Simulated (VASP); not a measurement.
# Mo (Fd-3m) in VASP: notebook

The runs below take Mo through single point, relaxation of cell and atoms, with r2SCAN.

Everything below comes from runs of VASP 6.6.1. Logs are shortened: lines on timing, memory, paths and dates and some standing lists are left out, and cuts for length are marked.

## Step 1: The cell of the first run

Symmetry: Fd-3m, No. 227, cubic system. The conventional cell has a = 5.726 Å, b = 5.726 Å, c = 5.726 Å, α = 90.00°, β = 90.00°, γ = 90.00°. Mo (site symmetry -43m) has 4 Mo at 2.48 Å within 3.3 Å.

This isn't the form of Mo at room conditions, which is bcc.

## Step 2: Single point, r2SCAN (23.46 Å³/atom)

File POSCAR:

```
Mo
1.0
    0.0000000000      2.8628988104      2.8628988104
    2.8628988104      0.0000000000      2.8628988104
    2.8628988104      2.8628988104      0.0000000000
Mo
2
Direct
    0.1250000000      0.1250000000      0.1250000000
    0.8750000000      0.8750000000      0.8750000000
```

File INCAR.step1:

```
SYSTEM = Mo
  PREC = Accurate
  ENCUT = 520
  ISMEAR = -1
  SIGMA = 0.1
  LREAL = .False.
  LASPH = .True.
  NELM = 100
  NBANDS = 21
  GGA = PE
  ALGO = Normal
  EDIFF = 1E-4
  LWAVE = .True.
  LCHARG = .False.
```

File INCAR.step2:

```
SYSTEM = Mo
  PREC = Accurate
  ENCUT = 520
  EDIFF = 1E-6
  ISMEAR = -1
  SIGMA = 0.1
  LREAL = .False.
  LASPH = .True.
  NELM = 100
  ALGO = Normal
  ISIF = 2
  LWAVE = .False.
  LCHARG = .False.
  METAGGA = R2SCAN
  LMIXTAU = .True.
  NBANDS = 21
  ISTART = 1
```

File KPOINTS:

```
regular mesh
0
Gamma
  11 11 11
  0 0 0
```

Potentials or basis: VASP PAW PBE potentials, release 64 (Mo_sv).

The run is started by

```bash
> cat potpaw_PBE.64/Mo_sv/POTCAR > POTCAR
> cp INCAR.step1 INCAR
> mpirun -np 1 vasp_std > vasp.out
> cp INCAR.step2 INCAR
> mpirun -np 1 vasp_std > vasp.out
```

OUTCAR:

```text
SYSTEM = Mo
   PREC = Accurate
   ENCUT = 520
   EDIFF = 1E-6
   ISMEAR = -1
   LREAL = .False.
   LASPH = .True.
   NELM = 100
   ISIF = 2
   METAGGA = R2SCAN
   ISTART = 1

 ion  position               nearest neighbor table
   1  0.125  0.125  0.125-   2 2.48   2 2.48   2 2.48   2 2.48
   2  0.875  0.875  0.875-   1 2.48   1 2.48   1 2.48   1 2.48

  LATTYP: Found a face centered cubic cell.
 ALAT       =     5.7257976208

  Lattice vectors:

 A1 = (   0.0000000000,   2.8628988104,   2.8628988104)
 A2 = (   2.8628988104,   0.0000000000,   2.8628988104)
 A3 = (   2.8628988104,   2.8628988104,   0.0000000000)

Analysis of symmetry for initial positions (statically):
=====================================================================
 Subroutine PRICEL returns:
 Original cell was already a primitive cell.

 Routine SETGRP: Setting up the symmetry group for a
 face centered cubic supercell.

 Subroutine GETGRP returns: Found 48 space group operations
 (whereof 12 operations were pure point group operations)
 out of a pool of 48 trial point group operations.

The static configuration has the point symmetry D_3d.
 The point group associated with its full space group is O_h .

Analysis of symmetry for dynamics (positions and initial velocities):
=====================================================================
 Subroutine PRICEL returns:
 Original cell was already a primitive cell.

 Routine SETGRP: Setting up the symmetry group for a
 face centered cubic supercell.

 Subroutine GETGRP returns: Found 48 space group operations
 (whereof 12 operations were pure point group operations)
 out of a pool of 48 trial point group operations.

The dynamic configuration has the point symmetry D_3d.
 The point group associated with its full space group is O_h .

 Subroutine INISYM returns: Found 48 space group operations
 (whereof 12 operations are pure point group operations),
 and found     1 'primitive' translations

----------------------------------------------------------------------------------------

                                     Primitive cell

  volume of cell :      46.9297

  direct lattice vectors                    reciprocal lattice vectors
     0.000000000  2.862898810  2.862898810    -0.174648157  0.174648157  0.174648157
     2.862898810  0.000000000  2.862898810     0.174648157 -0.174648157  0.174648157
     2.862898810  2.862898810  0.000000000     0.174648157  0.174648157 -0.174648157

  length of vectors
     4.048750325  4.048750325  4.048750325     0.302499481  0.302499481  0.302499481

  position of ions in fractional coordinates (direct lattice)
     0.125000000  0.125000000  0.125000000
     0.875000000  0.875000000  0.875000000

  ion indices of the primitive-cell ions
   primitive index   ion index
                 1           1
                 2           2

----------------------------------------------------------------------------------------

 KPOINTS: regular mesh

Automatic generation of k-mesh.
 Grid dimensions read from file:
 generate k-points for:   11   11   11

 Generating k-lattice:

  Cartesian coordinates                     Fractional coordinates (reciprocal lattice)
    -0.015877105  0.015877105  0.015877105     0.090909091  0.000000000  0.000000000
     0.015877105 -0.015877105  0.015877105     0.000000000  0.090909091  0.000000000
     0.015877105  0.015877105 -0.015877105     0.000000000  0.000000000  0.090909091

  Length of vectors
     0.027499953  0.027499953  0.027499953

  Shift w.r.t. Gamma in fractional coordinates (k-lattice)
     0.000000000  0.000000000  0.000000000

 Subroutine IBZKPT returns following result:
 ===========================================

 Found     56 irreducible k-points:

 Following reciprocal coordinates:
            Coordinates               Weight
  0.000000  0.000000  0.000000      1.000000
  0.090909  0.000000  0.000000      8.000000
  0.181818  0.000000  0.000000      8.000000
  0.272727  0.000000  0.000000      8.000000
  0.363636  0.000000  0.000000      8.000000
  0.454545  0.000000  0.000000      8.000000
[... 16 lines left out ...]
 -0.272727  0.181818  0.000000     24.000000
 -0.181818  0.181818  0.000000     12.000000
 [... further k-points ...]
   k-points           NKPTS =     56   k-points in BZ     NKDIM =     56   number of bands    NBANDS=     21
   number of dos      NEDOS =    301   number of ions     NIONS =      2
   total plane-waves  NPLWV =  27000
   dimension x,y,z NGX =    30 NGY =   30 NGZ =   30
   dimension x,y,z NGXF=    60 NGYF=   60 NGZF=   60
   ions per type =               2
   NGX,Y,Z   is equivalent  to a cutoff of  12.32, 12.32, 12.32 a.u.
   NGXF,Y,Z  is equivalent  to a cutoff of  24.64, 24.64, 24.64 a.u.
 SYSTEM =  Mo
   PREC   = accura    normal or accurate (medium, high low for compatibility)
   ISTART =      1    job   : 0-new  1-cont  2-samecut
   ICHARG =      0    charge: 1-file 2-atom 10-const
   ISPIN  =      1    spin polarized calculation?
   LNONCOLLINEAR =      F non collinear calculations
   LSORBIT =      F    spin-orbit coupling
   LASPH  =      T    aspherical Exc in radial PAW
   ENCUT  =  520.0 eV  38.22 Ry    6.18 a.u.   7.53  7.53  7.53*2*pi/ulx,y,z
   NELM   =    100;   NELMIN=  2; NELMDL=  0     # of ELM steps
   EDIFF  = 0.1E-05   stopping-criterion for ELM
   LREAL  =      F    real-space projection
   EDIFFG = 0.1E-04   stopping-criterion for IOM
   NSW    =      0    number of steps for IOM
   IBRION =     -1    ionic relax: 0-MD 1-quasi-New 2-CG
   NFREE  =      0    steps in history (QN), initial steepest desc. (CG)
   ISIF   =      2    stress and relaxation
   ISYM   =      2    0-nonsym 1-usesym 2-fastsym
   POTIM  = 0.5000    time-step for ionic-motion
   TEBEG  =    0.0;   TEEND  =   0.0 temperature during run
   PSTRESS=    0.0 pullay stress
   NELECT =      28.0000    total number of electrons
   NUPDOWN=      -1.0000    fix difference up-down
   EMIN   =  10.00;   EMAX   =-10.00  energy-range for DOS
   EFERMI =   0.00;   METHOD = LEGACY
   ISMEAR =    -1;   SIGMA  =   0.10  broadening in eV -4-tet -1-fermi 0-gaus
   EFERMI_NEDOS =   21; number of points for ismear=-14 and -15
   IALGO  =     38    algorithm
   IMIX   =      4    mixing-type and parameters
     AMIX     =   0.40;   BMIX     =  1.00
     AMIX_MAG =   1.60;   BMIX_MAG =  1.00
  volume/ion in A,a.u.               =      23.46       158.35
  Fermi-wavevector in a.u.,A,eV,Ry     =   1.378198  2.604416 25.843298  1.899429
  Thomas-Fermi vector in A             =   2.503281
   LORBIT       =      0    0 simple, 1 ext, 2 COOP (PROOUT), +10 PAW based schemes
   METAGGA = R2SCAN    functional components
   LHFCALC =     F    Hartree Fock is set to
   AEXX    =    0.0000 exact exchange contribution
   IVDW    =     0    specifies the selected vdW correction
   LEPSILON=     F    determine dielectric tensor
   LRPA    =     F    only Hartree local field effects (RPA)
 non-spin polarized calculation
  energy-cutoff  :      520.00
  volume of cell :       46.93
 maximum number of plane-waves:      1295
 NGX is ok and might be reduce to    30
   NGX = 15   NGY = 15   NGZ = 15

 number of electron      28.0000004 magnetization

 Free energy of the ion-electron system (eV)
  ---------------------------------------------------
  ext. energy  EPLUGINS =         0.00000000
  ---------------------------------------------------
  free energy    TOTEN  =       -47.50384456 eV

  energy without entropy =      -47.41499549  energy(sigma->0) =      -47.45942002

 E-fermi :   6.6283     XC(G=0): -11.4846

 val. band max:        6.6106453286   @ k =   0.3636   0.0000   0.0000
 cond. band min:       6.6336134261   @ k =  -0.2727   0.2727   0.0000
 fundamental gap:      0.0229680975
 Fermi energy:         6.6282653656

 k-point     1 :       0.0000    0.0000    0.0000
  band No.  band energies     occupation
      1     -55.6798      2.00000
      2     -54.9791      2.00000
      3     -29.3723      2.00000
      4     -29.3723      2.00000
      5     -29.3723      2.00000
      6     -28.2364      2.00000
[... 13 lines left out ...]
     20      18.6854      0.00000
     21      19.2258      0.00000

 k-point     2 :       0.0909    0.0000    0.0000
  band No.  band energies     occupation
      1     -55.6696      2.00000
      2     -54.9901      2.00000
      3     -29.3838      2.00000
      4     -29.3838      2.00000
      5     -29.3711      2.00000
      6     -28.2377      2.00000
[... 13 lines left out ...]
     20      17.8514      0.00000
     21      19.2703      0.00000

 k-point     3 :       0.1818    0.0000    0.0000
  band No.  band energies     occupation
      1     -55.6402      2.00000
      2     -55.0212      2.00000
      3     -29.4135      2.00000
      4     -29.4135      2.00000
      5     -29.3682      2.00000
      6     -28.2404      2.00000
[... 13 lines left out ...]
     20      16.8471      0.00000
     21      17.8511      0.00000

 k-point     4 :       0.2727    0.0000    0.0000
  band No.  band energies     occupation
      1     -55.5967      2.00000
      2     -55.0671      2.00000
      3     -29.4501      2.00000
      4     -29.4501      2.00000
      5     -29.3653      2.00000
      6     -28.2429      2.00000
[... 13 lines left out ...]
     20      14.9409      0.00000
     21      17.1456      0.00000

 k-point     5 :       0.3636    0.0000    0.0000
  band No.  band energies     occupation
      1     -55.5487      2.00000
      2     -55.1174      2.00000
      3     -29.4818      2.00000
      4     -29.4818      2.00000
      5     -29.3637      2.00000
      6     -28.2440      2.00000
[... 13 lines left out ...]
     20      13.0017      0.00000
     21      16.9354      0.00000
[... 382 lines left out ...]
     20      11.4685      0.00000
     21      15.1964      0.00000

 k-point    22 :      -0.3636    0.1818    0.0000
  band No.  band energies     occupation
      1     -55.4887      2.00000
      2     -55.1794      2.00000
      3     -29.6087      2.00000
      4     -29.5182      2.00000
      5     -29.1961      2.00000
      6     -28.4066      2.00000
[... 13 lines left out ...]
     20      12.0634      0.00000
     21      15.0112      0.00000

 k-point    23 :      -0.2727    0.1818    0.0000
  band No.  band energies     occupation
      1     -55.5324      2.00000
      2     -55.1343      2.00000
      3     -29.5822      2.00000
      4     -29.4847      2.00000
      5     -29.2365      2.00000
      6     -28.3673      2.00000
[... 13 lines left out ...]
     20      13.6521      0.00000
     21      15.1843      0.00000

 k-point    24 :      -0.1818    0.1818    0.0000
  band No.  band energies     occupation
      1     -55.5802      2.00000
      2     -55.0845      2.00000
      3     -29.5328      2.00000
      4     -29.4483      2.00000
      5     -29.2871      2.00000
      6     -28.3189      2.00000
[... 13 lines left out ...]
     20      15.5351      0.00000
     21      15.7548      0.00000

 [... further k-points ...]

------------------------ aborting loop because EDIFF is reached ----------------------------------------

  FORCE on cell =-STRESS in cart. coord.  units (eV):
  Direction    XX          YY          ZZ          XY          YZ          ZX
  --------------------------------------------------------------------------------------
  -------------------------------------------------------------------------------------
  Total       -0.9680923     -0.9680923     -0.9680923      0.0000000     -0.0000000      0.0000000
  in kB      -33.0506012    -33.0506012    -33.0506012      0.0000000     -0.0000000      0.0000000
  external PRESSURE =     -33.0506012 kB  Pullay stress =       0.0000000 kB

 VOLUME and BASIS-vectors are now :
 -----------------------------------------------------------------------------
  energy-cutoff  :      520.00
  volume of cell :       46.93
      direct lattice vectors                 reciprocal lattice vectors
     0.000000000  2.862898810  2.862898810    -0.174648157  0.174648157  0.174648157
     2.862898810  0.000000000  2.862898810     0.174648157 -0.174648157  0.174648157
     2.862898810  2.862898810  0.000000000     0.174648157  0.174648157 -0.174648157

 POSITION                                       TOTAL-FORCE (eV/Angst)
 -----------------------------------------------------------------------------------
      0.71572      0.71572      0.71572         0.000000     -0.000000      0.000000
      5.01007      5.01007      5.01007        -0.000000      0.000000     -0.000000
 -----------------------------------------------------------------------------------
    total drift:                               -0.000000      0.000000      0.000000

  FREE ENERGIE OF THE ION-ELECTRON SYSTEM (eV)
  ---------------------------------------------------
  free  energy   TOTEN  =       -47.5038445569 eV

  energy  without entropy=      -47.4149954913  energy(sigma->0) =      -47.45942002
```

Run time: 1.8 min. Hardware: 1 thread of Intel Xeon 6975P-C (Granite Rapids), shared host; peak memory 0.18 GiB.

Results:

| Property | Result |
| --- | --- |
| Free energy | -47.5038 eV |
| Pressure | -3.3 GPa |
| Band gap on the k mesh | zero (bands 14 and 15 overlap by 0.52 eV) |

Levels at points of the mesh, in eV from the Fermi level:
| k point | band 10 | band 11 | band 12 | band 13 | band 14 | band 15 | band 16 | band 17 | band 18 | band 19 |
| --- | --- | --- | --- | --- | --- | --- | --- | --- | --- | --- |
| (0.00, 0.00, 0.00) | -2.16 | -2.16 | -1.41 | -1.41 | -1.41 | 1.39 | 1.39 | 1.39 | 4.55 | 4.55 |

Caveat: the cell stands under tension; the PAW data sets were made with another functional, which shifts forces and pressure a little.

## Step 3: Single point, r2SCAN (24.37 Å³/atom)

This run uses another cell than the first one, of 24.37 Å³/atom.

File POSCAR:

```
Mo
1.0
    0.0000000000      2.8991418834      2.8991418834
    2.8991418834      0.0000000000      2.8991418834
    2.8991418834      2.8991418834      0.0000000000
Mo
2
Direct
    0.1250000000      0.1250000000      0.1250000000
    0.8750000000      0.8750000000      0.8750000000
```

File INCAR.step1:

```
SYSTEM = Mo
PREC = Accurate ; ENCUT = 520
ISMEAR = -1 ; SIGMA = 0.1
LREAL = .False. ; LASPH = .True.
NELM = 60 ; NBANDS = 21
GGA = PE ; ALGO = Normal
EDIFF = 1E-4 ; LWAVE = .True.
LCHARG = .False.
```

File INCAR.step2:

```
SYSTEM = Mo
PREC = Accurate ; ENCUT = 520
EDIFF = 1E-6 ; ISMEAR = -1
SIGMA = 0.1 ; LREAL = .False.
LASPH = .True. ; NELM = 60
ALGO = Normal ; ISIF = 2
LWAVE = .False. ; LCHARG = .False.
METAGGA = R2SCAN ; LMIXTAU = .True.
NBANDS = 21 ; ISTART = 1
```

KPOINTS is that of step 2.

Potentials or basis: VASP PAW PBE potentials, release 64 (Mo_sv).

The run is started by

```bash
> cat potpaw_PBE.64/Mo_sv/POTCAR > POTCAR
> cp INCAR.step1 INCAR
> mpirun -np 1 vasp_std > vasp.out
> cp INCAR.step2 INCAR
> mpirun -np 1 vasp_std > vasp.out
```

OUTCAR:

```text
SYSTEM = Mo
   PREC = Accurate
   ENCUT = 520
   EDIFF = 1E-6
   ISMEAR = -1
   LREAL = .False.
   LASPH = .True.
   NELM = 60
   ISIF = 2
   METAGGA = R2SCAN
   ISTART = 1

 ion  position               nearest neighbor table
   1  0.125  0.125  0.125-   2 2.51   2 2.51   2 2.51   2 2.51
   2  0.875  0.875  0.875-   1 2.51   1 2.51   1 2.51   1 2.51

  LATTYP: Found a face centered cubic cell.
 ALAT       =     5.7982837668

  Lattice vectors:

 A1 = (   0.0000000000,   2.8991418834,   2.8991418834)
 A2 = (   2.8991418834,   0.0000000000,   2.8991418834)
 A3 = (   2.8991418834,   2.8991418834,   0.0000000000)

Analysis of symmetry for initial positions (statically):
=====================================================================
 Subroutine PRICEL returns:
 Original cell was already a primitive cell.

 Routine SETGRP: Setting up the symmetry group for a
 face centered cubic supercell.

 Subroutine GETGRP returns: Found 48 space group operations
[... 160 lines left out ...]
  ext. energy  EPLUGINS =         0.00000000
  ---------------------------------------------------
  free energy    TOTEN  =       -47.44699532 eV

  energy without entropy =      -47.35337369  energy(sigma->0) =      -47.40018451

 E-fermi :   6.2100     XC(G=0): -11.2801

 val. band max:        6.2034485323   @ k =   0.3636   0.0000   0.0000
 cond. band min:       6.2226736220   @ k =  -0.2727   0.2727   0.0000
 fundamental gap:      0.0192250897
 Fermi energy:         6.2099716321

 k-point     1 :       0.0000    0.0000    0.0000
  band No.  band energies     occupation
      1     -56.0689      2.00000
      2     -55.4532      2.00000
      3     -29.7334      2.00000
      4     -29.7334      2.00000
      5     -29.7334      2.00000
      6     -28.7009      2.00000
[... 565 lines left out ...]
     20      14.7945      0.00000
     21      15.0233      0.00000

 [... further k-points ...]

------------------------ aborting loop because EDIFF is reached ----------------------------------------

  FORCE on cell =-STRESS in cart. coord.  units (eV):
  Direction    XX          YY          ZZ          XY          YZ          ZX
  --------------------------------------------------------------------------------------
  -------------------------------------------------------------------------------------
  Total       -2.0388423     -2.0388423     -2.0388423     -0.0000000      0.0000000      0.0000000
  in kB      -67.0279322    -67.0279322    -67.0279322     -0.0000000      0.0000000      0.0000000
  external PRESSURE =     -67.0279322 kB  Pullay stress =       0.0000000 kB

 VOLUME and BASIS-vectors are now :
 -----------------------------------------------------------------------------
  energy-cutoff  :      520.00
  volume of cell :       48.73
      direct lattice vectors                 reciprocal lattice vectors
     0.000000000  2.899141883  2.899141883    -0.172464826  0.172464826  0.172464826
     2.899141883  0.000000000  2.899141883     0.172464826 -0.172464826  0.172464826
     2.899141883  2.899141883  0.000000000     0.172464826  0.172464826 -0.172464826

 POSITION                                       TOTAL-FORCE (eV/Angst)
 -----------------------------------------------------------------------------------
      0.72479      0.72479      0.72479        -0.000000      0.000000     -0.000000
      5.07350      5.07350      5.07350         0.000000     -0.000000      0.000000
 -----------------------------------------------------------------------------------
    total drift:                               -0.000000      0.000000      0.000000

  FREE ENERGIE OF THE ION-ELECTRON SYSTEM (eV)
  ---------------------------------------------------
  free  energy   TOTEN  =       -47.4469953226 eV

  energy  without entropy=      -47.3533736899  energy(sigma->0) =      -47.40018451
```

OSZICAR.step1:

```text
N       E                     dE             d eps       ncg     rms          rms(c)
DAV:   1     0.294816673174E+03    0.29482E+03   -0.17752E+04  2368   0.131E+03
DAV:   2    -0.111663176453E+02   -0.30598E+03   -0.29827E+03  2699   0.411E+02
DAV:   3    -0.176613935116E+02   -0.64951E+01   -0.63013E+01  2841   0.601E+01
DAV:   4    -0.177178404809E+02   -0.56447E-01   -0.56350E-01  2572   0.551E+00
DAV:   5    -0.177183320451E+02   -0.49156E-03   -0.49150E-03  2772   0.521E-01    0.110E+01
DAV:   6    -0.174530940970E+02    0.26524E+00   -0.73579E-01  2570   0.677E+00    0.413E+00
DAV:   7    -0.174242985458E+02    0.28796E-01   -0.74988E-02  2773   0.240E+00    0.117E+00
DAV:   8    -0.174203036619E+02    0.39949E-02   -0.11194E-02  2477   0.755E-01    0.140E-01
DAV:   9    -0.174203709406E+02   -0.67279E-04   -0.14054E-04  2253   0.989E-02
   1 F= -.17420371E+02 E0= -.17371149E+02  d E =-.984435E-01
```

Run time: 1.7 min. Hardware: 1 thread of Intel Xeon 6975P-C (Granite Rapids), shared host; peak memory 0.19 GiB.

What came out:

```
Free energy            : -47.4470 eV
Pressure               : -6.7 GPa
Band gap on the k mesh : zero (bands 14 and 15 overlap by 0.52 eV)
```

Levels at points of the mesh, in eV from the Fermi level:
| k point | band 11 | band 12 | band 13 | band 14 | band 15 | band 16 | band 17 | band 18 |
| --- | --- | --- | --- | --- | --- | --- | --- | --- |
| (0.00, 0.00, 0.00) | -2.01 | -1.35 | -1.35 | -1.35 | 1.35 | 1.35 | 1.35 | 4.37 |

Caveat: the cell stands under tension; the PAW data sets were made with another functional, which shifts forces and pressure a little.

(Continued in part 2 of 2.)

The gap in the log of VASP goes by the Fermi energy; the results here count the filled bands.